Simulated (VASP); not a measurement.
# Si4W2O in VASP: single point with PBE

Aim: the single point of Si4W2O with PBE.

Program: VASP 6.6.1. These are calculated values, not measurements. Logs are shortened: lines on timing, memory, paths and dates and some standing lists are left out, and cuts for length are marked.

## Step 1: The cell of the first run

The cell holds a slab with vacuum, 7 atoms: a = 3.229 Å, b = 3.229 Å, c = 21.937 Å, α = 90.00°, β = 90.00°, γ = 90.00°.

## Step 2: Single point, PBE

Contents of INCAR:

```
SYSTEM = Si4W2O
PREC = Accurate
ENCUT = 520
EDIFF = 1E-6
ISMEAR = 0
SIGMA = 0.1
LREAL = .FALSE.
LASPH = .TRUE.
NELM = 120
ALGO = Normal
ISIF = 2
LWAVE = .FALSE.
LCHARG = .FALSE.
LDIPOL = .TRUE.
IDIPOL = 3
DIPOL = 0.5 0.5 0.356
GGA = PE
NBANDS = 34
GGA_COMPAT = .FALSE.
NELMDL = -8
```

Contents of KPOINTS:

```
regular mesh
0
G
  8 8 1
  0 0 0
```

Contents of POSCAR:

```
Si4W2O
1.0
    3.2292919633      0.0000000000      0.0000000000
    0.0000000000      3.2292919633      0.0000000000
    0.0000000000      0.0000000000     21.9372962574
Si W O
4 2 1
Direct
    0.0000000000      0.0000000000      0.1823378758
    0.0000000000      0.0000000000      0.3009901013
    0.5000000000      0.5000000000      0.3590107504
    0.5000000000      0.5000000000      0.4757786071
    0.5000000000      0.5000000000      0.2416639885
    0.0000000000      0.0000000000      0.4178382289
    0.8750000000      1.0000000000      0.5135506010
```

Potentials or basis: VASP PAW PBE potentials, release 64 (Si, W_sv, O).

Command:

```console
cat potpaw_PBE.64/Si/POTCAR potpaw_PBE.64/W_sv/POTCAR potpaw_PBE.64/O/POTCAR > POTCAR
mpirun -np 1 vasp_std > vasp.out
```

OUTCAR:

```text
SYSTEM = Si4W2O
   PREC = Accurate
   ENCUT = 520
   EDIFF = 1E-6
   ISMEAR = 0
   LREAL = .FALSE.
   LASPH = .TRUE.
   NELM = 120
   ISIF = 2
   GGA = PE
   NELMDL = -8

 ion  position               nearest neighbor table
   1  0.000  0.000  0.182-   2 2.60   5 2.63   5 2.63   5 2.63   5 2.63
   2  0.000  0.000  0.301-   6 2.56   1 2.60   3 2.61   3 2.61   3 2.61   3 2.61   5 2.63   5 2.63
                             5 2.63   5 2.63
   3  0.500  0.500  0.359-   4 2.56   5 2.57   2 2.61   2 2.61   2 2.61   2 2.61   6 2.62   6 2.62
                             6 2.62   6 2.62
   4  0.500  0.500  0.476-   7 2.18   7 2.18   3 2.56   6 2.61   6 2.61   6 2.61   6 2.61
   5  0.500  0.500  0.242-   3 2.57   1 2.63   1 2.63   1 2.63   1 2.63   2 2.63   2 2.63   2 2.63
                             2 2.63
   6  0.000  0.000  0.418-   7 2.14   2 2.56   4 2.61   4 2.61   4 2.61   4 2.61   3 2.62   3 2.62
                             3 2.62   3 2.62
   7  0.875  0.000  0.514-   6 2.14   4 2.18   4 2.18

  LATTYP: Found a simple tetragonal cell.
 ALAT       =     3.2292919633
 C/A-ratio  =     6.7932217052

  Lattice vectors:

 A1 = (   3.2292919633,   0.0000000000,   0.0000000000)
 A2 = (   0.0000000000,   3.2292919633,   0.0000000000)
 A3 = (   0.0000000000,   0.0000000000,  21.9372962574)

Analysis of symmetry for initial positions (statically):
=====================================================================
 Subroutine PRICEL returns:
 Original cell was already a primitive cell.

 Routine SETGRP: Setting up the symmetry group for a
 simple tetragonal supercell.

 Subroutine GETGRP returns: Found  2 space group operations
 (whereof  2 operations were pure point group operations)
 out of a pool of 16 trial point group operations.

The static configuration has the point symmetry C_1h.

Analysis of symmetry for dynamics (positions and initial velocities):
=====================================================================
 Subroutine PRICEL returns:
 Original cell was already a primitive cell.

 Routine SETGRP: Setting up the symmetry group for a
 simple tetragonal supercell.

 Subroutine GETGRP returns: Found  2 space group operations
 (whereof  2 operations were pure point group operations)
 out of a pool of 16 trial point group operations.

The dynamic configuration has the point symmetry C_1h.

 Subroutine INISYM returns: Found  2 space group operations
 (whereof  2 operations are pure point group operations),
 and found     1 'primitive' translations

----------------------------------------------------------------------------------------

                                     Primitive cell

  volume of cell :     228.7693

  direct lattice vectors                    reciprocal lattice vectors
     3.229291963  0.000000000  0.000000000     0.309665404  0.000000000  0.000000000
     0.000000000  3.229291963  0.000000000     0.000000000  0.309665404  0.000000000
     0.000000000  0.000000000 21.937296257     0.000000000  0.000000000  0.045584469

  length of vectors
     3.229291963  3.229291963 21.937296257     0.309665404  0.309665404  0.045584469

  position of ions in fractional coordinates (direct lattice)
     0.000000000  0.000000000  0.182337876
     0.000000000  0.000000000  0.300990101
     0.500000000  0.500000000  0.359010750
     0.500000000  0.500000000  0.475778607
     0.500000000  0.500000000  0.241663989
     0.000000000  0.000000000  0.417838229
     0.875000000  0.000000000  0.513550601

  ion indices of the primitive-cell ions
   primitive index   ion index
                 1           1
                 2           2
                 3           3
                 4           4
                 5           5
                 6           6
                 7           7

----------------------------------------------------------------------------------------

 KPOINTS: regular mesh

Automatic generation of k-mesh.
 Grid dimensions read from file:
 generate k-points for:    8    8    1

 Generating k-lattice:

  Cartesian coordinates                     Fractional coordinates (reciprocal lattice)
     0.038708175  0.000000000  0.000000000     0.125000000  0.000000000  0.000000000
     0.000000000  0.038708175  0.000000000     0.000000000  0.125000000  0.000000000
     0.000000000  0.000000000  0.045584469     0.000000000  0.000000000  1.000000000

  Length of vectors
     0.038708175  0.038708175  0.045584469

  Shift w.r.t. Gamma in fractional coordinates (k-lattice)
     0.000000000  0.000000000  0.000000000

 Subroutine IBZKPT returns following result:
 ===========================================

 Found     25 irreducible k-points:

 Following reciprocal coordinates:
            Coordinates               Weight
  0.000000  0.000000  0.000000      1.000000
  0.125000  0.000000  0.000000      2.000000
  0.000000  0.125000  0.000000      2.000000
  0.250000  0.000000  0.000000      2.000000
  0.000000  0.250000  0.000000      2.000000
  0.375000  0.000000  0.000000      2.000000
[... 16 lines left out ...]
  0.500000  0.375000  0.000000      2.000000
 -0.375000  0.500000  0.000000      2.000000
   k-points           NKPTS =     25   k-points in BZ     NKDIM =     25   number of bands    NBANDS=     34
   number of dos      NEDOS =    301   number of ions     NIONS =      7
   total plane-waves  NPLWV =  96768
   dimension x,y,z NGX =    24 NGY =   24 NGZ =  168
   dimension x,y,z NGXF=    48 NGYF=   48 NGZF=  336
   ions per type =               4   2   1
   NGX,Y,Z   is equivalent  to a cutoff of  12.36, 12.36, 12.73 a.u.
   NGXF,Y,Z  is equivalent  to a cutoff of  24.71, 24.71, 25.46 a.u.
 SYSTEM =  Si4W2O
   PREC   = accura    normal or accurate (medium, high low for compatibility)
   ISTART =      0    job   : 0-new  1-cont  2-samecut
   ICHARG =      2    charge: 1-file 2-atom 10-const
   ISPIN  =      1    spin polarized calculation?
   LNONCOLLINEAR =      F non collinear calculations
   LSORBIT =      F    spin-orbit coupling
   LASPH  =      T    aspherical Exc in radial PAW
   ENCUT  =  520.0 eV  38.22 Ry    6.18 a.u.   6.00  6.00 40.79*2*pi/ulx,y,z
   NELM   =    120;   NELMIN=  2; NELMDL= -8     # of ELM steps
   EDIFF  = 0.1E-05   stopping-criterion for ELM
   LREAL  =      F    real-space projection
   EDIFFG = 0.1E-04   stopping-criterion for IOM
   NSW    =      0    number of steps for IOM
   IBRION =     -1    ionic relax: 0-MD 1-quasi-New 2-CG
   NFREE  =      0    steps in history (QN), initial steepest desc. (CG)
   ISIF   =      2    stress and relaxation
   ISYM   =      2    0-nonsym 1-usesym 2-fastsym
   POTIM  = 0.5000    time-step for ionic-motion
   TEBEG  =    0.0;   TEEND  =   0.0 temperature during run
   PSTRESS=    0.0 pullay stress
   NELECT =      50.0000    total number of electrons
   NUPDOWN=      -1.0000    fix difference up-down
   EMIN   =  10.00;   EMAX   =-10.00  energy-range for DOS
   EFERMI =   0.00;   METHOD = LEGACY
   ISMEAR =     0;   SIGMA  =   0.10  broadening in eV -4-tet -1-fermi 0-gaus
   EFERMI_NEDOS =   21; number of points for ismear=-14 and -15
   IALGO  =     38    algorithm
   IMIX   =      4    mixing-type and parameters
     AMIX     =   0.40;   BMIX     =  1.00
     AMIX_MAG =   1.60;   BMIX_MAG =  1.00
  volume/ion in A,a.u.               =      32.68       220.54
  Fermi-wavevector in a.u.,A,eV,Ry     =   0.986126  1.863507 13.230901  0.972444
  Thomas-Fermi vector in A             =   2.117483
   LORBIT       =      0    0 simple, 1 ext, 2 COOP (PROOUT), +10 PAW based schemes
   GGA     = PE    functional components
   LHFCALC =     F    Hartree Fock is set to
   AEXX    =    0.0000 exact exchange contribution
   IVDW    =     0    specifies the selected vdW correction
   LEPSILON=     F    determine dielectric tensor
   LRPA    =     F    only Hartree local field effects (RPA)
 non-spin polarized calculation
 Gauss-broadening in eV      SIGMA  =   0.10
  energy-cutoff  :      520.00
  volume of cell :      228.77
 maximum number of plane-waves:      6214
   NGX = 13   NGY = 13   NGZ = 81

 dipolmoment           0.000000      0.000000     -0.986052 electrons x Angstroem

 number of electron      49.9999990 magnetization

 dipolmoment           0.000000      0.000000      0.091114 electrons x Angstroem

 Free energy of the ion-electron system (eV)
  ---------------------------------------------------
  ext. energy  EPLUGINS =         0.00000000
  ---------------------------------------------------
  free energy    TOTEN  =       -52.89517805 eV

  energy without entropy =      -52.86733655  energy(sigma->0) =      -52.88125730

 E-fermi :   1.0017     XC(G=0):  -5.6634

 val. band max:        0.9979586790   @ k =   0.3750   0.3750   0.0000
 cond. band min:       1.0097909480   @ k =   0.0000   0.3750   0.0000
 fundamental gap:      0.0118322690
 Fermi energy:         1.0016936419

 k-point     1 :       0.0000    0.0000    0.0000
  band No.  band energies     occupation
      1     -72.8260      2.00000
      2     -72.6488      2.00000
      3     -37.1796      2.00000
      4     -37.0498      2.00000
      5     -36.9694      2.00000
      6     -36.8992      2.00000
[... 26 lines left out ...]
     33       5.2411      0.00000
     34       5.5432      0.00000

 k-point     2 :       0.1250    0.0000    0.0000
  band No.  band energies     occupation
      1     -72.8250      2.00000
      2     -72.6478      2.00000
      3     -37.1786      2.00000
      4     -37.0470      2.00000
      5     -36.9971      2.00000
      6     -36.8967      2.00000
[... 26 lines left out ...]
     33       5.5069      0.00000
     34       5.6961      0.00000
[... 775 lines left out ...]
     33       5.0039      0.00000
     34       5.8440      0.00000

 k-point    24 :      -0.3750    0.5000    0.0000
  band No.  band energies     occupation
      1     -72.8133      2.00000
      2     -72.6361      2.00000
      3     -37.2286      2.00000
      4     -37.1769      2.00000
      5     -37.0764      2.00000
      6     -37.0382      2.00000
[... 26 lines left out ...]
     33       4.9823      0.00000
     34       5.9179      0.00000

 [... further k-points ...]

------------------------ aborting loop because EDIFF is reached ----------------------------------------

 vacuum level on the upper side and lower side of the slab       (xc-potential included)         0.699        -0.802

  FORCE on cell =-STRESS in cart. coord.  units (eV):
  Direction    XX          YY          ZZ          XY          YZ          ZX
  --------------------------------------------------------------------------------------
  -------------------------------------------------------------------------------------
  Total       -1.6584831     -5.7340280      3.2336505      0.0000000      0.0000000     -2.1847745
  in kB      -11.6151253    -40.1580549     22.6467527      0.0000000      0.0000000    -15.3009884
  external PRESSURE =      -9.7088092 kB  Pullay stress =       0.0000000 kB

 VOLUME and BASIS-vectors are now :
 -----------------------------------------------------------------------------
  energy-cutoff  :      520.00
  volume of cell :      228.77
      direct lattice vectors                 reciprocal lattice vectors
     3.229291963  0.000000000  0.000000000     0.309665404  0.000000000  0.000000000
     0.000000000  3.229291963  0.000000000     0.000000000  0.309665404  0.000000000
     0.000000000  0.000000000 21.937296257     0.000000000  0.000000000  0.045584469

 POSITION                                       TOTAL-FORCE (eV/Angst)
 -----------------------------------------------------------------------------------
      0.00000      0.00000      4.00000         0.009751      0.000000      0.431455
      0.00000      0.00000      6.60291         0.006621      0.000000     -0.544509
      1.61465      1.61465      7.87573        -0.078721      0.000000     -0.364229
      1.61465      1.61465     10.43730         1.503665      0.000000      1.274534
      1.61465      1.61465      5.30145         0.002363      0.000000     -0.479368
      0.00000      0.00000      9.16624         0.518802      0.000000     -0.400916
      2.82563      0.00000     11.26591        -1.962480      0.000000      0.083033
 -----------------------------------------------------------------------------------
    total drift:                                0.000013     -0.000000     -0.000238

  FREE ENERGIE OF THE ION-ELECTRON SYSTEM (eV)
  ---------------------------------------------------
  free  energy   TOTEN  =       -52.8951780478 eV

  energy  without entropy=      -52.8673365466  energy(sigma->0) =      -52.88125730

 vacuum level on the upper side and lower side of the slab         7.110         5.501
```

Run time: 11 min. Hardware: 1 thread of Intel Xeon 8259CL, shared host; peak memory 0.41 GiB.

What came out:

```yaml
Free_energy: -52.8952 eV
Largest_force: 1.971 eV/Å
Band_gap_on_the_k_mesh: zero (bands 25 and 26 overlap by 0.92 eV)
```

Forces on the atoms (eV/Å):
```
Si   0.010  0.000  0.431
Si   0.007  0.000 -0.545
Si  -0.079  0.000 -0.364
Si   1.504  0.000  1.275
W    0.002  0.000 -0.479
W    0.519  0.000 -0.401
O   -1.962  0.000  0.083
```

Levels at points of the mesh, in eV from the Fermi level:
| k point | band 23 | band 24 | band 25 | band 26 | band 27 | band 28 |
| --- | --- | --- | --- | --- | --- | --- |
| (0.00, 0.00, 0.00) | -0.16 | -0.03 | 0.81 | 0.83 | 1.03 | 1.66 |
| (0.50, 0.00, 0.00) | -1.68 | -0.15 | -0.02 | 0.26 | 1.67 | 2.06 |
| (0.00, 0.50, 0.00) | -1.83 | -0.14 | -0.05 | -0.02 | 2.14 | 2.27 |
| (0.50, 0.50, 0.00) | -1.91 | -1.63 | -0.04 | -0.02 | 1.26 | 2.90 |

Caveat: spin-orbit coupling is left out, which moves the levels of the heavy elements.
